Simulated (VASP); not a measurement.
The system is CdSe.

```xyz
2
Lattice="0.0000 3.0678 3.0678 3.0678 0.0000 3.0678 3.0678 3.0678 0.0000" Properties=species:S:1:pos:R:3 pbc="T T T"
Cd    0.0000    0.0000    0.0000
Se    4.6017    4.6017    4.6017
```

Base run:

| Item | Value |
| --- | --- |
| Program | VASP 6.6.1 |
| Functional | LDA |
| Potentials or basis | VASP PAW LDA potentials, release 64 (Cd, Se) |
| Cutoff | 520 eV |
| k mesh | 8 × 8 × 8 |
| Occupations | gaussian, width 0.01 eV |
| Spin | no spin polarisation |

Its results: band gap on the k mesh 0.31 eV; pressure -2.8 GPa.

The run is repeated on the same cell with these changes: functional from LDA to r2SCAN; potentials or basis from VASP PAW LDA potentials, release 64 (Cd, Se) to VASP PAW PBE potentials, release 64 (Cd, Se). What comes out?

Band gap on the k mesh 1.03 eV; pressure 0.2 GPa.

Caveats: the PAW data sets were made with another functional, which shifts forces and pressure a little (at least some runs).

